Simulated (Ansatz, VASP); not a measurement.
# Two plane-wave programs on Ti

The input INCAR:

```
ALGO     = Normal         # electronic algorithm
EDIFF    = 1E-7           # SCF threshold, eV
ENCUT    = 520            # plane-wave cutoff, eV
GGA      = PS             # functional
ISIF     = 2              # what is computed and relaxed
ISMEAR   = 0              # smearing method
LASPH    = True           # aspherical terms in the spheres
LCHARG   = True           # write CHGCAR
LELF     = True           # ELF
LREAL    = False          # projectors in reciprocal space
LVHAR    = True         
LWAVE    = False          # write WAVECAR
NBANDS   = 12             # bands
NELM     = 100            # most SCF steps
PREC     = Accurate       # precision mode
SIGMA    = 0.15           # smearing width, eV
```

File KPOINTS:

```
k-points
0
Gamma
  10 10 10
```

The input POSCAR:

```
Ti
1.0
    0.0000000000      1.9691000000      1.9995500000
    1.9691000000      0.0000000000      1.9995500000
    1.9691000000      1.9691000000      0.0000000000
Ti
1
Direct
    0.0000000000      0.0000000000      0.0000000000
```

Input for Ansatz:

```yaml
crystal:
  lattice:
    - [0.0, 1.9691, 1.99955]
    - [1.9691, 0.0, 1.99955]
    - [1.9691, 1.9691, 0.0]
  atoms:
    - { symbol: Ti, position: [0.0, 0.0, 0.0] }
basis:
  ecutwfc: 420
kpoints:
  mp_grid: { grid: [10, 10, 10] }
hamiltonian:
  xc: pbesol
scf:
  occupations: { method: gaussian, width: 0.15 }
output:
  forces: true
  stress: true
  eigenvalues: true
```

Change from the starting cell: strain -0.030 along x and y, -0.015 along z, atoms carried along.

Alike in both runs: task single point; functional PBEsol; k mesh 10 × 10 × 10; occupations gaussian, width 0.15 eV; no spin polarisation.

|  | VASP | Ansatz |
| --- | --- | --- |
| version | VASP 6.6.1 | Ansatz 0.2.0 |
| potentials or method | VASP PAW PBE potentials, release 64 (Ti_sv), cutoff 520 eV | scalar-relativistic, plane waves, PAW |
| valence electrons in the cell | 12 | 12 |

VASP gave:

| Quantity | Value |
| --- | --- |
| gap on the k mesh at the Fermi level (eV) | none |
| pressure (GPa) | 9.1 |
| traceless stress, the component that is largest in VASP (GPa) | -0.52 |

What did Ansatz give for the same quantities?

gap on the k mesh at the Fermi level (eV): none; pressure (GPa): 9.5; traceless stress, the component that is largest in VASP (GPa): -0.52.

VASP's potentials were made for PBE, not for PBEsol. A gap of «none» marks a metal or a gap that the smearing closes.
